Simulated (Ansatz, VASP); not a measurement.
## One calculation of GePt, two programs

```xyz
8
Lattice="5.7560 0.0000 0.0000 0.0000 3.7300 0.0000 0.0000 0.0000 6.1116" Properties=species:S:1:pos:R:3 pbc="T T T"
Ge    4.6850    2.7975    3.5937
Ge    1.0710    0.9325    2.5179
Ge    1.8070    2.7975    5.5737
Ge    3.9490    0.9325    0.5379
Pt    0.0107    2.7975    1.1778
Pt    5.7454    0.9325    4.9338
Pt    2.8887    2.7975    1.8780
Pt    2.8673    0.9325    4.2335
```

Alike in both runs: task relaxation of cell and atoms; functional PBE; k mesh 4 × 6 × 4; occupations gaussian, width 0.1 eV; no spin polarisation.

|  | VASP | Ansatz |
| --- | --- | --- |
| version | VASP 6.6.1 | Ansatz 0.2.0 |
| potentials or method | VASP PAW PBE potentials, release 64 (Ge_d, Pt), cutoff 600 eV | scalar-relativistic, plane waves, PAW |
| valence electrons in the cell | 96 | 128 |

```tsv
	VASP	Ansatz	Ansatz less VASP
gap on the k mesh at the Fermi level, each at its own relaxed structure (eV)	none	none	-
relaxed volume (Å³/atom)	16.87	16.88	+0.016
relaxed cell length with the largest relative difference (Å)	5.816	5.837	+0.0209
```

A gap of «none» marks a metal or a gap that the smearing closes. VASP's potentials hold 96 valence electrons a cell and Ansatz's 128, so a difference there can come from the potentials and not from the codes.

Spin-orbit coupling is off throughout.
